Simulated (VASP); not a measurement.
# Sn (I4/mmm) in VASP: notebook

Runs on Sn. Level: r2SCAN. Tasks: single point.

Everything below comes from runs of VASP 6.6.1. Logs are shortened: lines on timing, memory, paths and dates and some standing lists are left out, and cuts for length are marked.

### 1 The cell of the first run

It takes space group I4/mmm (No. 139, tetragonal). The conventional cell has a = 3.566 Å, b = 3.566 Å, c = 4.279 Å, α = 90.00°, β = 90.00°, γ = 90.00°. Sn (site symmetry 4/mmm) has 14 Sn at 3.31 to 4.28 Å within 4.3 Å.

### 2 Single point, r2SCAN

Input file POSCAR:

```
Sn
1.0
   -1.7829356241      1.7829356241      2.1395227489
    1.7829356241     -1.7829356241      2.1395227489
    1.7829356241      1.7829356241     -2.1395227489
Sn
1
Direct
    0.0000000000      0.0000000000      0.0000000000
```

Input file INCAR.step1:

```
SYSTEM = Sn
ALGO = Normal ; EDIFF = 1E-4
ENCUT = 520 ; GGA = PE
ISMEAR = 0 ; LASPH = .True.
LCHARG = .False. ; LREAL = .False.
LWAVE = .True. ; NBANDS = 13
NELM = 60 ; PREC = Accurate
SIGMA = 0.15
```

Input file INCAR.step2:

```
SYSTEM = Sn
ALGO = Normal ; EDIFF = 1E-6
ENCUT = 520 ; ISIF = 2
ISMEAR = 0 ; ISTART = 1
LASPH = .True. ; LCHARG = .False.
LMIXTAU = .True. ; LREAL = .False.
LWAVE = .False. ; METAGGA = R2SCAN
NBANDS = 13 ; NELM = 60
PREC = Accurate ; SIGMA = 0.15
```

Input file KPOINTS:

```
k-points
0
Gamma
  20 20 20
  0 0 0
```

Potentials or basis: VASP PAW PBE potentials, release 64 (Sn_d).

On the command line:

```console
$ cat potpaw_PBE.64/Sn_d/POTCAR > POTCAR
$ cp INCAR.step1 INCAR
$ mpirun -np 1 vasp_std > vasp.out
$ cp INCAR.step2 INCAR
$ mpirun -np 1 vasp_std > vasp.out
```

OUTCAR:

```text
SYSTEM = Sn
   EDIFF = 1E-6
   ENCUT = 520
   ISIF = 2
   ISMEAR = 0
   ISTART = 1
   LASPH = .True.
   LREAL = .False.
   METAGGA = R2SCAN
   NELM = 60
   PREC = Accurate

 ion  position               nearest neighbor table
   1  0.000  0.000  0.000-

  LATTYP: Found a body centered tetragonal cell.
 ALAT       =     3.5658712482
 C/A-ratio  =     1.2000000000

  Lattice vectors:

 A1 = (  -1.7829356241,   1.7829356241,   2.1395227489)
 A2 = (   1.7829356241,  -1.7829356241,   2.1395227489)
 A3 = (   1.7829356241,   1.7829356241,  -2.1395227489)

Analysis of symmetry for initial positions (statically):
=====================================================================
 Subroutine PRICEL returns:
 Original cell was already a primitive cell.

 Routine SETGRP: Setting up the symmetry group for a
 body centered tetragonal supercell.

 Subroutine GETGRP returns: Found 16 space group operations
 (whereof 16 operations were pure point group operations)
 out of a pool of 16 trial point group operations.

The static configuration has the point symmetry D_4h.

Analysis of symmetry for dynamics (positions and initial velocities):
=====================================================================
 Subroutine PRICEL returns:
 Original cell was already a primitive cell.

 Routine SETGRP: Setting up the symmetry group for a
 body centered tetragonal supercell.

 Subroutine GETGRP returns: Found 16 space group operations
 (whereof 16 operations were pure point group operations)
 out of a pool of 16 trial point group operations.

The dynamic configuration has the point symmetry D_4h.

 Subroutine INISYM returns: Found 16 space group operations
 (whereof 16 operations are pure point group operations),
 and found     1 'primitive' translations

----------------------------------------------------------------------------------------

                                     Primitive cell

  volume of cell :      27.2050

  direct lattice vectors                    reciprocal lattice vectors
    -1.782935624  1.782935624  2.139522749     0.000000000  0.280436373  0.233696978
     1.782935624 -1.782935624  2.139522749     0.280436373  0.000000000  0.233696978
     1.782935624  1.782935624 -2.139522749     0.280436373  0.280436373  0.000000000

  length of vectors
     3.306852956  3.306852956  3.306852956     0.365046349  0.365046349  0.396596922

  position of ions in fractional coordinates (direct lattice)
     0.000000000  0.000000000  0.000000000

  ion indices of the primitive-cell ions
   primitive index   ion index
                 1           1

----------------------------------------------------------------------------------------

 KPOINTS: k-points

Automatic generation of k-mesh.
 Grid dimensions read from file:
 generate k-points for:   20   20   20

 Generating k-lattice:

  Cartesian coordinates                     Fractional coordinates (reciprocal lattice)
     0.000000000  0.014021819  0.011684849     0.050000000  0.000000000  0.000000000
     0.014021819  0.000000000  0.011684849     0.000000000  0.050000000  0.000000000
     0.014021819  0.014021819  0.000000000     0.000000000  0.000000000  0.050000000

  Length of vectors
     0.018252317  0.018252317  0.019829846

  Shift w.r.t. Gamma in fractional coordinates (k-lattice)
     0.000000000  0.000000000  0.000000000

 Subroutine IBZKPT returns following result:
 ===========================================

 Found    641 irreducible k-points:

 Following reciprocal coordinates:
            Coordinates               Weight
  0.000000  0.000000  0.000000      1.000000
  0.050000 -0.000000  0.000000      8.000000
  0.100000 -0.000000  0.000000      8.000000
  0.150000 -0.000000  0.000000      8.000000
  0.200000 -0.000000  0.000000      8.000000
  0.250000 -0.000000  0.000000      8.000000
[... 16 lines left out ...]
 -0.400000  0.050000 -0.000000     16.000000
 -0.350000  0.050000 -0.000000     16.000000
 [... further k-points ...]
   k-points           NKPTS =    641   k-points in BZ     NKDIM =    641   number of bands    NBANDS=     13
   number of dos      NEDOS =    301   number of ions     NIONS =      1
   total plane-waves  NPLWV =  21952
   dimension x,y,z NGX =    28 NGY =   28 NGZ =   28
   dimension x,y,z NGXF=    56 NGYF=   56 NGZF=   56
   ions per type =               1
   NGX,Y,Z   is equivalent  to a cutoff of  14.08, 14.08, 14.08 a.u.
   NGXF,Y,Z  is equivalent  to a cutoff of  28.15, 28.15, 28.15 a.u.
 SYSTEM =  Sn
   PREC   = accura    normal or accurate (medium, high low for compatibility)
   ISTART =      1    job   : 0-new  1-cont  2-samecut
   ICHARG =      0    charge: 1-file 2-atom 10-const
   ISPIN  =      1    spin polarized calculation?
   LNONCOLLINEAR =      F non collinear calculations
   LSORBIT =      F    spin-orbit coupling
   LASPH  =      T    aspherical Exc in radial PAW
   ENCUT  =  520.0 eV  38.22 Ry    6.18 a.u.   6.15  6.15  6.15*2*pi/ulx,y,z
   NELM   =     60;   NELMIN=  2; NELMDL=  0     # of ELM steps
   EDIFF  = 0.1E-05   stopping-criterion for ELM
   LREAL  =      F    real-space projection
[... 7 lines left out ...]
   TEBEG  =    0.0;   TEEND  =   0.0 temperature during run
   PSTRESS=    0.0 pullay stress
   NELECT =      14.0000    total number of electrons
   NUPDOWN=      -1.0000    fix difference up-down
   EMIN   =  10.00;   EMAX   =-10.00  energy-range for DOS
   EFERMI =   0.00;   METHOD = LEGACY
   ISMEAR =     0;   SIGMA  =   0.15  broadening in eV -4-tet -1-fermi 0-gaus
   EFERMI_NEDOS =   21; number of points for ismear=-14 and -15
   IALGO  =     38    algorithm
   IMIX   =      4    mixing-type and parameters
     AMIX     =   0.40;   BMIX     =  1.00
     AMIX_MAG =   1.60;   BMIX_MAG =  1.00
  volume/ion in A,a.u.               =      27.20       183.59
  Fermi-wavevector in a.u.,A,eV,Ry     =   1.311902  2.479136 23.416813  1.721087
  Thomas-Fermi vector in A             =   2.442332
   LORBIT       =      0    0 simple, 1 ext, 2 COOP (PROOUT), +10 PAW based schemes
   METAGGA = R2SCAN    functional components
   LHFCALC =     F    Hartree Fock is set to
   AEXX    =    0.0000 exact exchange contribution
   IVDW    =     0    specifies the selected vdW correction
   LEPSILON=     F    determine dielectric tensor
   LRPA    =     F    only Hartree local field effects (RPA)
 non-spin polarized calculation
 Gauss-broadening in eV      SIGMA  =   0.15
  energy-cutoff  :      520.00
  volume of cell :       27.20
 maximum number of plane-waves:       750
 NGX is ok and might be reduce to    28
   NGX = 13   NGY = 13   NGZ = 13

 number of electron      14.0000006 magnetization

 Free energy of the ion-electron system (eV)
  ---------------------------------------------------
  ext. energy  EPLUGINS =         0.00000000
  ---------------------------------------------------
  free energy    TOTEN  =       -24.50930183 eV

  energy without entropy =      -24.50314572  energy(sigma->0) =      -24.50622377

 E-fermi :   8.0952     XC(G=0): -11.2654

 val. band max:        8.0743665060   @ k =  -0.2000   0.3000   0.1500
 cond. band min:       8.0977863952   @ k =   0.2500   0.1000   0.0000
 fundamental gap:      0.0234198892
 Fermi energy:         8.0952309697

 k-point     1 :       0.0000    0.0000    0.0000
  band No.  band energies     occupation
      1     -14.2317      2.00000
      2     -14.2317      2.00000
      3     -14.1851      2.00000
      4     -14.1390      2.00000
      5     -14.0713      2.00000
      6      -3.6360      2.00000
      7      16.0746      0.00000
      8      16.4379      0.00000
      9      16.4379      0.00000
     10      19.6721      0.00000
     11      20.4395      0.00000
     12      20.4395      0.00000
     13      21.3644      0.00000

 k-point     2 :       0.0500   -0.0000    0.0000
  band No.  band energies     occupation
      1     -14.2299      2.00000
      2     -14.2291      2.00000
      3     -14.1839      2.00000
      4     -14.1390      2.00000
      5     -14.0723      2.00000
      6      -3.5808      2.00000
      7      15.6187      0.00000
      8      16.2248      0.00000
      9      16.2586      0.00000
     10      19.2285      0.00000
     11      20.6098      0.00000
     12      20.9102      0.00000
     13      21.8194      0.00000

 k-point     3 :       0.1000   -0.0000    0.0000
  band No.  band energies     occupation
      1     -14.2249      2.00000
      2     -14.2239      2.00000
      3     -14.1782      2.00000
      4     -14.1389      2.00000
      5     -14.0750      2.00000
      6      -3.4152      2.00000
      7      14.2398      0.00000
      8      15.8165      0.00000
      9      16.0564      0.00000
     10      18.8813      0.00000
     11      20.7241      0.00000
     12      21.2671      0.00000
     13      21.5963      0.00000
[... 305 lines left out ...]
 k-point    23 :      -0.4000    0.0500   -0.0000
  band No.  band energies     occupation
      1     -14.2413      2.00000
      2     -14.2037      2.00000
      3     -14.1399      2.00000
      4     -14.0713      2.00000
      5     -14.0419      2.00000
      6      -0.4414      2.00000
      7       5.4474      2.00000
      8      12.9116      0.00000
      9      14.5064      0.00000
     10      18.2290      0.00000
     11      18.2849      0.00000
     12      19.5504      0.00000
     13      24.3702      0.00000

 k-point    24 :      -0.3500    0.0500   -0.0000
  band No.  band energies     occupation
      1     -14.2366      2.00000
      2     -14.2032      2.00000
      3     -14.1381      2.00000
      4     -14.0788      2.00000
      5     -14.0637      2.00000
      6      -1.1981      2.00000
      7       6.8365      2.00000
      8      13.2693      0.00000
      9      14.6791      0.00000
     10      18.3398      0.00000
     11      18.4211      0.00000
     12      19.5619      0.00000
     13      24.8698      0.00000

 [... further k-points ...]
[... 5 lines left out ...]
  --------------------------------------------------------------------------------------
  -------------------------------------------------------------------------------------
  Total       -0.0062010     -0.0062010     -0.0350625      0.0000000      0.0000000      0.0000000
  in kB       -0.3651965     -0.3651965     -2.0649323      0.0000000      0.0000000      0.0000000
  external PRESSURE =      -0.9317751 kB  Pullay stress =       0.0000000 kB

 VOLUME and BASIS-vectors are now :
 -----------------------------------------------------------------------------
  energy-cutoff  :      520.00
  volume of cell :       27.20
      direct lattice vectors                 reciprocal lattice vectors
    -1.782935624  1.782935624  2.139522749     0.000000000  0.280436373  0.233696978
     1.782935624 -1.782935624  2.139522749     0.280436373  0.000000000  0.233696978
     1.782935624  1.782935624 -2.139522749     0.280436373  0.280436373  0.000000000

 POSITION                                       TOTAL-FORCE (eV/Angst)
 -----------------------------------------------------------------------------------
      0.00000      0.00000      0.00000         0.000000     -0.000000      0.000000
 -----------------------------------------------------------------------------------
    total drift:                               -0.000000     -0.000000     -0.000000

  FREE ENERGIE OF THE ION-ELECTRON SYSTEM (eV)
  ---------------------------------------------------
  free  energy   TOTEN  =       -24.5093018258 eV

  energy  without entropy=      -24.5031457159  energy(sigma->0) =      -24.50622377
```

Wall time 20 min (1 thread of Intel Xeon Platinum 8488C (Sapphire Rapids), shared host); peak memory 0.34 GiB.

What came out:

```
Free energy            : -24.5093 eV
Pressure               : -0.1 GPa
Band gap on the k mesh : zero (band 7 reaches 16.07 eV, above the bottom of band 8 at 5.73 eV)
```

Levels at points of the mesh, in eV from the Fermi level:
```
           k point  band 3  band 4  band 5  band 6  band 7  band 8  band 9  band 10  band 11  band 12
(0.00, 0.00, 0.00)  -22.28  -22.23  -22.17  -11.73    7.98    8.34    8.34    11.58    12.34    12.34
(0.50, 0.00, 0.00)  -22.24  -22.16  -22.11   -7.02   -4.89    4.74    6.65     9.58     9.79    12.18
(0.50, 0.50, 0.00)  -22.16  -22.15  -22.08   -5.84   -4.39    2.51    3.71     6.83     6.97    19.43
(0.50, 0.50, 0.50)  -22.14  -22.10  -22.10   -3.32   -2.72    0.70    0.70     4.47     4.95    19.63
```

Caveat: the PAW data sets were made with another functional, which shifts forces and pressure a little; spin-orbit coupling is left out, which moves the levels of the heavy elements.

(Part 1 of 2 ends here.)
